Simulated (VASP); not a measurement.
# TiC (rocksalt type) (Fm-3m) in VASP: a series of runs

The runs below take TiC (rocksalt type) through relaxation of cell and atoms, with PBE.

Everything below comes from runs of VASP 6.6.1. Logs are shortened: lines on timing, memory, paths and dates and some standing lists are left out, and cuts for length are marked.

### Step 1. The cell of the first run

The structure is cubic, space group Fm-3m (No. 225). Conventional cell: a = 4.230 Å, b = 4.230 Å, c = 4.230 Å, α = 90.00°, β = 90.00°, γ = 90.00°. Within 2.8 Å of Ti (site symmetry m-3m) lie 6 C at 2.11 Å. C (site symmetry m-3m) has 6 Ti at 2.11 Å within 2.8 Å.

### Step 2. Relaxation of cell and atoms, PBE, target pressure 21 GPa, at which the enthalpy is minimised

INCAR reads:

```
SYSTEM = TiC
PREC = Accurate ; ENCUT = 600
EDIFF = 1E-7 ; ISMEAR = -1
SIGMA = 0.08 ; LREAL = .FALSE.
LASPH = .TRUE. ; NELM = 60
ALGO = Normal ; ISIF = 3
LWAVE = .FALSE. ; LCHARG = .FALSE.
GGA = PE ; IBRION = 2
NSW = 32 ; EDIFFG = -0.005
PSTRESS = 210.0
```

KPOINTS reads:

```
regular mesh
0
G
  16 16 16
  0 0 0
```

POSCAR reads:

```
TiC
1.0
    0.0000000000      2.1147521342      2.1147521342
    2.1147521342      0.0000000000      2.1147521342
    2.1147521342      2.1147521342      0.0000000000
Ti C
1 1
Direct
    0.0000000000      0.0000000000      0.0000000000
    0.5000000000      0.5000000000      0.5000000000
```

Potentials or basis: VASP PAW PBE potentials, release 64 (Ti_sv, C).

Command:

```console
> cat potpaw_PBE.64/Ti_sv/POTCAR potpaw_PBE.64/C/POTCAR > POTCAR
> mpirun -np 1 vasp_std > vasp.out
```

OUTCAR:

```text
SYSTEM = TiC
   PREC = Accurate
   ENCUT = 600
   EDIFF = 1E-7
   ISMEAR = -1
   LREAL = .FALSE.
   LASPH = .TRUE.
   NELM = 60
   ISIF = 3
   GGA = PE
   IBRION = 2
   NSW = 32
   EDIFFG = -0.005
   PSTRESS = 210.0

 ion  position               nearest neighbor table
   1  0.000  0.000  0.000-   2 2.11   2 2.11   2 2.11   2 2.11   2 2.11   2 2.11
   2  0.500  0.500  0.500-   1 2.11   1 2.11   1 2.11   1 2.11   1 2.11   1 2.11

  LATTYP: Found a face centered cubic cell.
 ALAT       =     4.2295042684

  Lattice vectors:

 A1 = (   0.0000000000,   2.1147521342,   2.1147521342)
 A2 = (   2.1147521342,   0.0000000000,   2.1147521342)
 A3 = (   2.1147521342,   2.1147521342,   0.0000000000)

Analysis of symmetry for initial positions (statically):
=====================================================================
 Subroutine PRICEL returns:
 Original cell was already a primitive cell.

 Routine SETGRP: Setting up the symmetry group for a
 face centered cubic supercell.

 Subroutine GETGRP returns: Found 48 space group operations
 (whereof 48 operations were pure point group operations)
 out of a pool of 48 trial point group operations.

The static configuration has the point symmetry O_h .

Analysis of symmetry for dynamics (positions and initial velocities):
=====================================================================
 Subroutine PRICEL returns:
 Original cell was already a primitive cell.

 Routine SETGRP: Setting up the symmetry group for a
 face centered cubic supercell.

 Subroutine GETGRP returns: Found 48 space group operations
 (whereof 48 operations were pure point group operations)
 out of a pool of 48 trial point group operations.

The dynamic configuration has the point symmetry O_h .

 Subroutine INISYM returns: Found 48 space group operations
 (whereof 48 operations are pure point group operations),
 and found     1 'primitive' translations

----------------------------------------------------------------------------------------

                                     Primitive cell

  volume of cell :      18.9151

  direct lattice vectors                    reciprocal lattice vectors
     0.000000000  2.114752134  2.114752134    -0.236434328  0.236434328  0.236434328
     2.114752134  0.000000000  2.114752134     0.236434328 -0.236434328  0.236434328
     2.114752134  2.114752134  0.000000000     0.236434328  0.236434328 -0.236434328

  length of vectors
     2.990711149  2.990711149  2.990711149     0.409516269  0.409516269  0.409516269

  position of ions in fractional coordinates (direct lattice)
     0.000000000  0.000000000  0.000000000
     0.500000000  0.500000000  0.500000000

  ion indices of the primitive-cell ions
   primitive index   ion index
                 1           1
                 2           2

----------------------------------------------------------------------------------------

 KPOINTS: regular mesh

Automatic generation of k-mesh.
 Grid dimensions read from file:
 generate k-points for:   16   16   16

 Generating k-lattice:

  Cartesian coordinates                     Fractional coordinates (reciprocal lattice)
    -0.014777146  0.014777146  0.014777146     0.062500000  0.000000000  0.000000000
     0.014777146 -0.014777146  0.014777146     0.000000000  0.062500000  0.000000000
     0.014777146  0.014777146 -0.014777146     0.000000000  0.000000000  0.062500000

  Length of vectors
     0.025594767  0.025594767  0.025594767

  Shift w.r.t. Gamma in fractional coordinates (k-lattice)
     0.000000000  0.000000000  0.000000000

 Subroutine IBZKPT returns following result:
 ===========================================

 Found    145 irreducible k-points:

 Following reciprocal coordinates:
            Coordinates               Weight
  0.000000  0.000000  0.000000      1.000000
  0.062500  0.000000  0.000000      8.000000
  0.125000  0.000000  0.000000      8.000000
  0.187500  0.000000  0.000000      8.000000
  0.250000  0.000000  0.000000      8.000000
  0.312500  0.000000  0.000000      8.000000
[... 16 lines left out ...]
 -0.125000  0.062500  0.000000     24.000000
 -0.062500  0.062500  0.000000     12.000000
 [... further k-points ...]
   k-points           NKPTS =    145   k-points in BZ     NKDIM =    145   number of bands    NBANDS=     12
   number of dos      NEDOS =    301   number of ions     NIONS =      2
   total plane-waves  NPLWV =  13824
   dimension x,y,z NGX =    24 NGY =   24 NGZ =   24
   dimension x,y,z NGXF=    48 NGYF=   48 NGZF=   48
   ions per type =               1   1
   NGX,Y,Z   is equivalent  to a cutoff of  13.34, 13.34, 13.34 a.u.
   NGXF,Y,Z  is equivalent  to a cutoff of  26.68, 26.68, 26.68 a.u.
 SYSTEM =  TiC
   PREC   = accura    normal or accurate (medium, high low for compatibility)
   ISTART =      0    job   : 0-new  1-cont  2-samecut
   ICHARG =      2    charge: 1-file 2-atom 10-const
   ISPIN  =      1    spin polarized calculation?
   LNONCOLLINEAR =      F non collinear calculations
   LSORBIT =      F    spin-orbit coupling
   LASPH  =      T    aspherical Exc in radial PAW
   ENCUT  =  600.0 eV  44.10 Ry    6.64 a.u.   5.97  5.97  5.97*2*pi/ulx,y,z
   NELM   =     60;   NELMIN=  2; NELMDL= -5     # of ELM steps
   EDIFF  = 0.1E-06   stopping-criterion for ELM
   LREAL  =      F    real-space projection
   EDIFFG = -.5E-02   stopping-criterion for IOM
   NSW    =     32    number of steps for IOM
   IBRION =      2    ionic relax: 0-MD 1-quasi-New 2-CG
   NFREE  =      1    steps in history (QN), initial steepest desc. (CG)
   ISIF   =      3    stress and relaxation
   ISYM   =      2    0-nonsym 1-usesym 2-fastsym
   POTIM  = 0.5000    time-step for ionic-motion
   TEBEG  =    0.0;   TEEND  =   0.0 temperature during run
   PSTRESS=  210.0 pullay stress
   NELECT =      16.0000    total number of electrons
   NUPDOWN=      -1.0000    fix difference up-down
   EMIN   =  10.00;   EMAX   =-10.00  energy-range for DOS
   EFERMI =   0.00;   METHOD = LEGACY
   ISMEAR =    -1;   SIGMA  =   0.08  broadening in eV -4-tet -1-fermi 0-gaus
   EFERMI_NEDOS =   21; number of points for ismear=-14 and -15
   IALGO  =     38    algorithm
   IMIX   =      4    mixing-type and parameters
     AMIX     =   0.40;   BMIX     =  1.00
     AMIX_MAG =   1.60;   BMIX_MAG =  1.00
  volume/ion in A,a.u.               =       9.46        63.82
  Fermi-wavevector in a.u.,A,eV,Ry     =   1.548265  2.925797 32.614868  2.397125
  Thomas-Fermi vector in A             =   2.653240
   LORBIT       =      0    0 simple, 1 ext, 2 COOP (PROOUT), +10 PAW based schemes
   GGA     = PE    functional components
   LHFCALC =     F    Hartree Fock is set to
   AEXX    =    0.0000 exact exchange contribution
   IVDW    =     0    specifies the selected vdW correction
   LEPSILON=     F    determine dielectric tensor
   LRPA    =     F    only Hartree local field effects (RPA)
 conjugate gradient relaxation of ions
 non-spin polarized calculation
  energy-cutoff  :      600.00
  volume of cell :       18.92
 maximum number of plane-waves:       648
   NGX = 11   NGY = 11   NGZ = 11

 number of electron      16.0000000 magnetization

 Free energy of the ion-electron system (eV)
  ---------------------------------------------------
  ext. energy  EPLUGINS =         0.00000000
  ---------------------------------------------------
  free energy    TOTEN  =       -18.62241422 eV

  energy without entropy =      -18.61599589  energy(sigma->0) =      -18.61920505

 E-fermi :  10.2732     XC(G=0): -13.0721

 val. band max:       10.2594201996   @ k =   0.1250   0.0625   0.0000
 cond. band min:      10.3032283159   @ k =   0.5000   0.5000   0.0000
 fundamental gap:      0.0438081163
 Fermi energy:        10.2731648662

 k-point     1 :       0.0000    0.0000    0.0000
  band No.  band energies     occupation
      1     -46.1074      2.00000
      2     -22.0884      2.00000
      3     -22.0884      2.00000
      4     -22.0884      2.00000
      5      -2.4548      2.00000
      6      10.9907      0.00025
      7      10.9907      0.00025
      8      10.9907      0.00025
      9      12.0437      0.00000
     10      12.0437      0.00000
     11      12.0437      0.00000
     12      12.1425      0.00000

 k-point     2 :       0.0625    0.0000    0.0000
  band No.  band energies     occupation
      1     -46.1036      2.00000
      2     -22.1141      2.00000
      3     -22.0907      2.00000
      4     -22.0907      2.00000
      5      -2.3578      2.00000
      6      10.5139      0.09400
      7      10.7718      0.00392
      8      10.7718      0.00392
      9      11.3660      0.00000
     10      11.3660      0.00000
     11      12.3158      0.00000
     12      13.1825      0.00000

 k-point     3 :       0.1250    0.0000    0.0000
  band No.  band energies     occupation
      1     -46.0928      2.00000
      2     -22.1868      2.00000
      3     -22.0972      2.00000
      4     -22.0972      2.00000
      5      -2.0733      2.00000
      6       9.5885      1.99962
      7       9.9496      1.96555
      8       9.9496      1.96555
      9      11.4536      0.00000
     10      11.4536      0.00000
     11      12.6919      0.00000
     12      14.3347      0.00000

 k-point     4 :       0.1875    0.0000    0.0000
  band No.  band energies     occupation
      1     -46.0766      2.00000
      2     -22.2942      2.00000
      3     -22.1070      2.00000
      4     -22.1070      2.00000
      5      -1.6205      2.00000
      6       8.5156      2.00000
      7       9.1321      2.00000
      8       9.1321      2.00000
      9      11.7683      0.00000
     10      11.7683      0.00000
     11      13.0200      0.00000
     12      15.4903      0.00000

 k-point     5 :       0.2500    0.0000    0.0000
  band No.  band energies     occupation
      1     -46.0575      2.00000
      2     -22.4187      2.00000
      3     -22.1185      2.00000
      4     -22.1185      2.00000
      5      -1.0283      2.00000
      6       7.3997      2.00000
      7       8.4334      2.00000
      8       8.4334      2.00000
      9      12.1830      0.00000
     10      12.1830      0.00000
     11      13.3514      0.00000
     12      16.5948      0.00000
[... 228 lines left out ...]
      1     -46.0485      2.00000
      2     -22.4602      2.00000
      3     -22.1499      2.00000
      4     -22.1135      2.00000
      5      -0.7514      2.00000
      6       6.9632      2.00000
      7       8.0732      2.00000
      8       8.3361      2.00000
      9      12.1097      0.00000
     10      12.5865      0.00000
     11      13.6300      0.00000
     12      16.2853      0.00000

 k-point    22 :      -0.1875    0.0625    0.0000
  band No.  band energies     occupation
      1     -46.0677      2.00000
      2     -22.3390      2.00000
      3     -22.1362      2.00000
      4     -22.1020      2.00000
      5      -1.3682      2.00000
      6       8.0282      2.00000
      7       8.6700      2.00000
      8       8.9571      2.00000
      9      11.6772      0.00000
     10      12.2263      0.00000
     11      13.3077      0.00000
     12      15.2434      0.00000

 k-point    23 :      -0.1250    0.0625    0.0000
  band No.  band energies     occupation
      1     -46.0849      2.00000
      2     -22.2290      2.00000
      3     -22.1210      2.00000
      4     -22.0936      2.00000
      5      -1.8619      2.00000
      6       9.0804      2.00000
      7       9.3991      1.99996
      8       9.6197      1.99943
      9      11.3306      0.00000
     10      11.9447      0.00000
     11      13.0226      0.00000
     12      14.1916      0.00000

 k-point    24 :      -0.0625    0.0625    0.0000
  band No.  band energies     occupation
      1     -46.0975      2.00000
      2     -22.1495      2.00000
      3     -22.1051      2.00000
      4     -22.0896      2.00000
      5      -2.1993      2.00000
      6      10.0304      1.90818
      7      10.2147      1.34974
      8      10.2246      1.29463
      9      11.1129      0.00006
     10      11.7586      0.00000
     11      12.6852      0.00000
     12      13.3356      0.00000

 [... further k-points ...]
[... 5 lines left out ...]
  --------------------------------------------------------------------------------------
  -------------------------------------------------------------------------------------
  Total        2.4848985      2.4848985      2.4848985      0.0000000     -0.0000000      0.0000000
  in kB      210.4799964    210.4799964    210.4799964      0.0000000     -0.0000000      0.0000000
  external PRESSURE =       0.4799964 kB  Pullay stress =     210.0000000 kB

 VOLUME and BASIS-vectors are now :
 -----------------------------------------------------------------------------
  energy-cutoff  :      600.00
  volume of cell :       18.92
      direct lattice vectors                 reciprocal lattice vectors
     0.000000000  2.114752134  2.114752134    -0.236434328  0.236434328  0.236434328
     2.114752134  0.000000000  2.114752134     0.236434328 -0.236434328  0.236434328
     2.114752134  2.114752134  0.000000000     0.236434328  0.236434328 -0.236434328

 POSITION                                       TOTAL-FORCE (eV/Angst)
 -----------------------------------------------------------------------------------
      0.00000      0.00000      0.00000         0.000000      0.000000     -0.000000
      2.11475      2.11475      2.11475        -0.000000     -0.000000      0.000000
 -----------------------------------------------------------------------------------
    total drift:                                0.000000     -0.000000     -0.000000

  FREE ENERGIE OF THE ION-ELECTRON SYSTEM (eV)
  ---------------------------------------------------
  free  energy   TOTEN  =       -18.6224142176 eV

  energy  without entropy=      -18.6159958856  energy(sigma->0) =      -18.61920505

  enthalpy is  TOTEN    =       -16.1431824747 eV   P V=        2.4792317429

 reached required accuracy - stopping structural energy minimisation
```

It took 20 s on 1 thread of Intel Xeon Platinum 8488C (Sapphire Rapids), shared host; peak memory 0.16 GiB.

What came out:

- Free energy: -18.6224 eV
- Pressure after relaxing: 21.0 GPa
- Band gap on the k mesh: zero (band 8 reaches 10.99 eV, above the bottom of band 9 at 9.85 eV)

Final structure:
```yaml
crystal:
  lattice:
    - [0.00000, 2.11475, 2.11475]
    - [2.11475, 0.00000, 2.11475]
    - [2.11475, 2.11475, 0.00000]
  atoms:
    - { symbol: Ti, position: [0.00000, 0.00000, 0.00000] }
    - { symbol: C, position: [0.50000, 0.50000, 0.50000] }
```

Levels at points of the mesh, in eV from the Fermi level:
| k point | band 6 | band 7 | band 8 | band 9 | band 10 | band 11 |
| --- | --- | --- | --- | --- | --- | --- |
| (0.00, 0.00, 0.00) | 0.72 | 0.72 | 0.72 | 1.77 | 1.77 | 1.77 |
| (0.50, 0.00, 0.00) | -6.17 | -3.13 | -3.13 | 3.21 | 3.21 | 4.52 |
| (0.50, 0.50, 0.00) | -3.47 | -1.84 | 0.03 | 0.03 | 2.98 | 3.88 |

Caveat: the relaxation stopped at its first step, so nothing moved; the cell is relaxed towards a set pressure, so the enthalpy falls and the energy may rise.

(Continued in part 2 of 2.)
